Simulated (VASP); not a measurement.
Write the native input for VASP 6.6.1 that does the following.

```
Task                   : single point
Functional             : LDA
Potentials or basis    : VASP PAW LDA potentials, release 64 (Li_sv, F)
Cutoff                 : 520 eV
k mesh                 : 14 × 14 × 14
Occupations            : gaussian, width 0.02 eV
Spin                   : no spin polarisation
Dipole correction      : no
Further INCAR settings : ALGO = Normal; EDIFF = 1e-06; NBANDS = 12
```

The structure of LiF (kk07) lies in POSCAR:

```
LiF
1.0
    0.0000000000      1.9537503697      1.9537503697
    1.9537503697      0.0000000000      1.9537503697
    1.9537503697      1.9537503697      0.0000000000
Li F
1 1
Direct
    0.0000000000      0.0000000000      0.0000000000
    0.5000000000      0.5000000000      0.5000000000
```

The input as run:

INCAR

```
SYSTEM = LiF
PREC = Accurate ; ENCUT = 520
EDIFF = 1E-6 ; ISMEAR = 0
SIGMA = 0.02 ; LREAL = .False.
LASPH = .True. ; NELM = 60
ALGO = Normal ; ISIF = 2
LWAVE = .False. ; LCHARG = .False.
GGA = CA ; NBANDS = 12
```

KPOINTS

```
regular mesh
0
Gamma
  14 14 14
  0 0 0
```

Potentials or basis: VASP PAW LDA potentials, release 64 (Li_sv, F).

Command:

```sh
$ cat potpaw_LDA.64/Li_sv/POTCAR potpaw_LDA.64/F/POTCAR > POTCAR
$ mpirun -np 1 vasp_std > vasp.out
```

It gave:

- Band gap on the k mesh: 9.70 eV, indirect (the least direct gap lies 1.9 meV higher)

Wall time 14 s on 1 thread of Intel(R) Xeon(R) Platinum 8259CL CPU @ 2.50GHz (Skylake/Cascade Lake), with other jobs on the host, peak memory 0.13 GiB.
